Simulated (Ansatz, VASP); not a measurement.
# CaO in VASP and in Ansatz

```
Ca O
1.0
     0.00000    2.40795    2.40795
     2.40795    0.00000    2.40795
     2.40795    2.40795    0.00000
Ca O
1 1
Direct
  0.00000 0.00000 0.00000
  0.50000 0.50000 0.50000
```

Alike in both runs: task single point; functional r2SCAN; k mesh 9 × 9 × 9; occupations fermi-dirac, width 0.0168 eV; no spin polarisation.

|  | VASP | Ansatz |
| --- | --- | --- |
| version | VASP 6.6.1 | Ansatz 0.2.0 |
| potentials or method | VASP PAW PBE potentials, release 64 (Ca_sv, O), cutoff 520 eV | PAW plane waves |
| valence electrons in the cell | 16 | 16 |

|  | VASP | Ansatz | Ansatz less VASP |
| --- | --- | --- | --- |
| gap on the k mesh at the Fermi level (eV) | 4.25 | 4.26 | +0.011 |
| pressure (GPa) | -0.5 | -1.5 | -0.99 |

VASP's potentials were made for PBE, not for r2SCAN. The functional is the same, so the differences come from potentials, cutoffs and numerics.
